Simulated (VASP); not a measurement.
# Os3N2 (P-3m1) in VASP: further runs

Os3N2 is run at these levels: PBE; tasks: relaxation of cell and atoms.

Program: VASP 6.6.1. These are calculated values, not measurements. Logs are shortened: lines on timing, memory, paths and dates and some standing lists are left out, and cuts for length are marked.

## (1) The cell of the first run

The structure is trigonal, space group P-3m1 (No. 164). Conventional cell: a = 3.038 Å, b = 3.038 Å, c = 9.585 Å, α = 90.00°, β = 90.00°, γ = 120.00°. Within 3.7 Å of Os (site symmetry -3m) lie 12 Os at 2.81 to 3.04 Å and 6 N at 3.41 Å. Within 2.5 Å of Os (site symmetry 3m) lie 3 N at 1.90 Å. Within 2.5 Å of N (site symmetry 3m) lie 3 Os at 1.90 Å.

## (2) Relaxation of cell and atoms, PBE

INCAR reads:

```
SYSTEM = Os3N2
PREC = Accurate
ENCUT = 600
EDIFF = 1E-6
ISMEAR = 0
SIGMA = 0.1
LREAL = .False.
LASPH = .True.
NELM = 100
ALGO = Normal
ISIF = 3
LWAVE = .False.
LCHARG = .False.
GGA = PE
IBRION = 2
NSW = 100
EDIFFG = -0.01
```

KPOINTS reads:

```
Automatic mesh
0
Gamma
  12 12 4
  0 0 0
```

POSCAR reads:

```
Os3N2
1.0
    3.0379071632      0.0000000000      0.0000000000
   -1.5189535816      2.6309047777      0.0000000000
    0.0000000000      0.0000000000      9.5846456399
Os N
3 2
Direct
    0.0000000000      0.0000000000      0.0000000000
    0.3333333333      0.6666666667      0.7704747904
    0.6666666667      0.3333333333      0.2295252096
    0.3333333333      0.6666666667      0.3056896690
    0.6666666667      0.3333333333      0.6943103310
```

Potentials or basis: VASP PAW PBE potentials, release 64 (Os, N).

Started as:

```
> cat potpaw_PBE.64/Os/POTCAR potpaw_PBE.64/N/POTCAR > POTCAR
> mpirun -np 1 vasp_std > vasp.out
```

OUTCAR:

```text
SYSTEM = Os3N2
   PREC = Accurate
   ENCUT = 600
   EDIFF = 1E-6
   ISMEAR = 0
   LREAL = .False.
   LASPH = .True.
   NELM = 100
   ISIF = 3
   GGA = PE
   IBRION = 2
   NSW = 100
   EDIFFG = -0.01

 ion  position               nearest neighbor table
   1  0.000  0.000  0.000-   2 2.81   3 2.81   3 2.81   2 2.81   3 2.81   2 2.81
   2  0.333  0.667  0.770-   5 1.90   5 1.90   5 1.90   1 2.81   1 2.81   1 2.81
   3  0.667  0.333  0.230-   4 1.90   4 1.90   4 1.90   1 2.81   1 2.81   1 2.81
   4  0.333  0.667  0.306-   3 1.90   3 1.90   3 1.90
   5  0.667  0.333  0.694-   2 1.90   2 1.90   2 1.90

  LATTYP: Found a hexagonal cell.
 ALAT       =     3.0379071632
 C/A-ratio  =     3.1550159781

  Lattice vectors:

 A1 = (   3.0379071632,   0.0000000000,   0.0000000000)
 A2 = (  -1.5189535816,   2.6309047777,   0.0000000000)
 A3 = (   0.0000000000,   0.0000000000,   9.5846456399)

Analysis of symmetry for initial positions (statically):
=====================================================================
 Subroutine PRICEL returns:
 Original cell was already a primitive cell.

 Routine SETGRP: Setting up the symmetry group for a
 hexagonal supercell.

 Subroutine GETGRP returns: Found 12 space group operations
 (whereof 12 operations were pure point group operations)
 out of a pool of 24 trial point group operations.

The static configuration has the point symmetry D_3d.

Analysis of symmetry for dynamics (positions and initial velocities):
=====================================================================
 Subroutine PRICEL returns:
 Original cell was already a primitive cell.

 Routine SETGRP: Setting up the symmetry group for a
 hexagonal supercell.

 Subroutine GETGRP returns: Found 12 space group operations
 (whereof 12 operations were pure point group operations)
 out of a pool of 24 trial point group operations.

The dynamic configuration has the point symmetry D_3d.

 Subroutine INISYM returns: Found 12 space group operations
 (whereof 12 operations are pure point group operations),
 and found     1 'primitive' translations

----------------------------------------------------------------------------------------

                                     Primitive cell

  volume of cell :      76.6047

  direct lattice vectors                    reciprocal lattice vectors
[... 114 lines left out ...]
  volume/ion in A,a.u.               =      15.32       103.39
  Fermi-wavevector in a.u.,A,eV,Ry     =   1.248770  2.359834 21.217297  1.559427
  Thomas-Fermi vector in A             =   2.382842
   LORBIT       =      0    0 simple, 1 ext, 2 COOP (PROOUT), +10 PAW based schemes
   GGA     = PE    functional components
   LHFCALC =     F    Hartree Fock is set to
   AEXX    =    0.0000 exact exchange contribution
   IVDW    =     0    specifies the selected vdW correction
   LEPSILON=     F    determine dielectric tensor
   LRPA    =     F    only Hartree local field effects (RPA)
 conjugate gradient relaxation of ions
 non-spin polarized calculation
 Gauss-broadening in eV      SIGMA  =   0.10
  energy-cutoff  :      600.00
  volume of cell :       76.60
 maximum number of plane-waves:      2598
   NGX = 13   NGY = 13   NGZ = 39

--------------------------------------- Ionic step        1  -------------------------------------------

 number of electron      33.9999996 magnetization

 Free energy of the ion-electron system (eV)
  ---------------------------------------------------
  ext. energy  EPLUGINS =         0.00000000
  ---------------------------------------------------
  free energy    TOTEN  =       -46.33929135 eV

  energy without entropy =      -46.31414939  energy(sigma->0) =      -46.32672037

------------------------ aborting loop because EDIFF is reached ----------------------------------------

  FORCE on cell =-STRESS in cart. coord.  units (eV):
  Direction    XX          YY          ZZ          XY          YZ          ZX
  --------------------------------------------------------------------------------------
  -------------------------------------------------------------------------------------
  Total        1.3462581      1.3462581      0.4268469      0.0000000      0.0000000      0.0000000
  in kB       28.1567946     28.1567946      8.9274415      0.0000000      0.0000000      0.0000000
  external PRESSURE =      21.7470102 kB  Pullay stress =       0.0000000 kB
[... 98 lines left out ...]
  FREE ENERGIE OF THE ION-ELECTRON SYSTEM (eV)
  ---------------------------------------------------
  free  energy   TOTEN  =       -46.3451706137 eV

  energy  without entropy=      -46.3198876988  energy(sigma->0) =      -46.33252916

[... ionic steps 4 to 7 ...]

--------------------------------------- Ionic step        8  -------------------------------------------

 number of electron      33.9999995 magnetization

------------------------ aborting loop because EDIFF is reached ----------------------------------------
[... 73 lines left out ...]
--------------------------------------- Ionic step       10  -------------------------------------------

 number of electron      33.9999995 magnetization

 Free energy of the ion-electron system (eV)
  ---------------------------------------------------
  ext. energy  EPLUGINS =         0.00000000
  ---------------------------------------------------
  free energy    TOTEN  =       -46.34552426 eV

  energy without entropy =      -46.32135192  energy(sigma->0) =      -46.33343809

 E-fermi :   5.0845     XC(G=0): -11.1529

 val. band max:        5.0818276168   @ k =   0.1667   0.0833   0.0000
 cond. band min:       5.1094659155   @ k =   0.1667   0.0000   0.2500
 fundamental gap:      0.0276382987
 Fermi energy:         5.0844531303

 k-point     1 :       0.0000    0.0000    0.0000
  band No.  band energies     occupation
      1     -11.9204      2.00000
      2     -11.8643      2.00000
      3      -2.5835      2.00000
      4      -2.2360      2.00000
      5      -2.2360      2.00000
      6      -2.1763      2.00000
[... 565 lines left out ...]
     20       7.0949      0.00000
     21       7.2901      0.00000

 [... further k-points ...]

------------------------ aborting loop because EDIFF is reached ----------------------------------------

  FORCE on cell =-STRESS in cart. coord.  units (eV):
  Direction    XX          YY          ZZ          XY          YZ          ZX
  --------------------------------------------------------------------------------------
  -------------------------------------------------------------------------------------
  Total       -0.0202311     -0.0202311      0.0082894      0.0000000      0.0000000     -0.0000000
  in kB       -0.4208998     -0.4208998      0.1724568      0.0000000      0.0000000     -0.0000000
  external PRESSURE =      -0.2231142 kB  Pullay stress =       0.0000000 kB
[... 20 lines left out ...]
  FREE ENERGIE OF THE ION-ELECTRON SYSTEM (eV)
  ---------------------------------------------------
  free  energy   TOTEN  =       -46.3455242591 eV

  energy  without entropy=      -46.3213519250  energy(sigma->0) =      -46.33343809

 reached required accuracy - stopping structural energy minimisation
```

It took 6.3 min on 1 thread of Oxide Virtual Turin-like, shared host; peak memory 0.27 GiB.

What came out:

```
Free energy                           : -46.3455 eV
Relaxed volume                        : 15.40 Å³/atom
Relaxed cell                          : a = 3.044 Å, b = 3.044 Å, c = 9.594 Å, α = 90.00°, β = 90.00°, γ = 120.00°
Space group after relaxing (to 0.1 Å) : P-3m1 (No. 164)
Energy gained by relaxing             : 1.2 meV/atom
Ionic steps                           : 10
Pressure after relaxing               : 0.0 GPa
Largest force after relaxing          : 0.006 eV/Å
Band gap on the k mesh                : zero (bands 17 and 18 overlap by 0.43 eV)
```

Forces on the atoms (eV/Å):
```
Os   0.000  0.000  0.000
Os   0.000  0.000 -0.006
Os   0.000  0.000  0.006
N    0.000  0.000  0.002
N    0.000  0.000 -0.002
```

Step by step:
| step | energy change (eV) | largest force (eV/Å) | pressure (GPa) | volume (Å³) |
| --- | --- | --- | --- | --- |
| 1 | 0.0000 | 0.2675 | 2.17 | 76.60 |
| 2 | 0.0508 | 0.6847 | -7.00 | 78.93 |
| 3 | -0.0059 | 0.0590 | -0.20 | 77.16 |
| 4 | -0.0059 | 0.0622 | -0.15 | 77.15 |
| 5 | -0.0061 | 0.0184 | 0.05 | 77.01 |
| 6 | -0.0061 | 0.0190 | 0.04 | 77.03 |
| 7 | -0.0062 | 0.0079 | -0.08 | 77.04 |
| 8 | -0.0062 | 0.0126 | -0.13 | 77.05 |
| 9 | -0.0062 | 0.0109 | -0.10 | 77.04 |
| 10 | -0.0062 | 0.0058 | -0.02 | 77.01 |

Final structure:
```
Os N
1.0
     3.04442    0.00000    0.00000
    -1.52221    2.63654    0.00000
     0.00000    0.00000    9.59429
Os N
3 2
Cartesian
  0.0000 0.0000 0.0000
  0.0000 1.7577 7.3982
  1.5222 0.8788 2.1961
  0.0000 1.7577 2.9395
  1.5222 0.8788 6.6548
```

Caveat: spin-orbit coupling is left out, which moves the levels of the heavy elements.

## (3) Relaxation of cell and atoms, PBE

This run uses another cell than the first one, of 12.44 Å³/atom.

Changes to INCAR since step 2:

```diff
@@ -8,3 +8,3 @@
 LASPH = .True.
-NELM = 100
+NELM = 60
 ALGO = Normal
```

KPOINTS reads:

```
Automatic mesh
0
Gamma
  12 12 6
  0 0 0
```

POSCAR reads:

```
Os3N2
1.0
    3.2062087112      0.0000000000      0.0000000000
   -1.6031043556      2.7766581937      0.0000000000
    0.0000000000      0.0000000000      6.9867450488
Os N
3 2
Direct
    0.0000000000      0.0000000000      0.0000000000
    0.3333333333      0.6666666667      0.6997091337
    0.6666666667      0.3333333333      0.3002908663
    0.3333333333      0.6666666667      0.3802008308
    0.6666666667      0.3333333333      0.6197991692
```

Potentials or basis: VASP PAW PBE potentials, release 64 (Os, N).

Started as:

```
> cat potpaw_PBE.64/Os/POTCAR potpaw_PBE.64/N/POTCAR > POTCAR
> mpirun -np 1 vasp_std > vasp.out
```

Wall time 7.8 min (1 thread of Oxide Virtual Turin-like, shared host); peak memory 0.28 GiB.

It converged, with:

| Property | Result |
| --- | --- |
| Free energy | -45.4708 eV |
| Relaxed volume | 12.53 Å³/atom |
| Relaxed cell | a = 3.222 Å, b = 3.222 Å, c = 6.964 Å, α = 90.00°, β = 90.00°, γ = 120.00° |
| Space group after relaxing (to 0.1 Å) | P-3m1 (No. 164) |
| Energy gained by relaxing | 1.1 meV/atom |
| Ionic steps | 6 |
| Pressure after relaxing | 0.0 GPa |
| Largest force after relaxing | 0.007 eV/Å |
| Band gap on the k mesh | zero (bands 17 and 18 overlap by 1.10 eV) |

Forces on the atoms (eV/Å):
```
Os   0.000  0.000  0.000
Os   0.000  0.000 -0.007
Os   0.000  0.000  0.007
N    0.000  0.000 -0.005
N    0.000  0.000  0.005
```

Step by step:
```csv
step,energy change (eV),largest force (eV/Å),pressure (GPa),volume (Å³)
1,0.0000,0.0603,2.48,62.20
2,0.0222,0.2471,-6.32,63.95
3,-0.0045,0.0728,-0.18,62.70
4,-0.0055,0.0184,-0.09,62.67
5,-0.0056,0.0286,-0.04,62.66
6,-0.0056,0.0071,0.03,62.63
```

Final structure:
```xyz
5
Lattice="3.2225 0.0000 0.0000 -1.6112 2.7907 0.0000 0.0000 0.0000 6.9645" Properties=species:S:1:pos:R:3 pbc="T T T"
Os    1.6112    2.7907    0.0000
Os    0.0000    1.8605    4.8734
Os    1.6112    0.9302    2.0911
N     0.0000    1.8605    2.6434
N     1.6112    0.9302    4.3211
```

Levels at points of the mesh, in eV from the Fermi level:
| k point | band 14 | band 15 | band 16 | band 17 | band 18 | band 19 | band 20 | band 21 |
| --- | --- | --- | --- | --- | --- | --- | --- | --- |
| (0.00, 0.00, 0.00) | -1.48 | -0.81 | -0.81 | -0.66 | -0.55 | -0.55 | 2.21 | 2.71 |
| (0.50, 0.00, 0.00) | -1.75 | -1.37 | -0.22 | -0.04 | 0.43 | 0.58 | 1.19 | 1.34 |
| (0.00, 0.00, 0.50) | -1.34 | -0.92 | -0.92 | -0.79 | 0.20 | 0.20 | 0.92 | 2.15 |
| (0.50, 0.00, 0.50) | -1.22 | -0.98 | -0.77 | -0.56 | -0.09 | 0.58 | 1.25 | 1.56 |

Caveat: spin-orbit coupling is left out, which moves the levels of the heavy elements.

The gap in the log of VASP goes by the Fermi energy; the results here count the filled bands.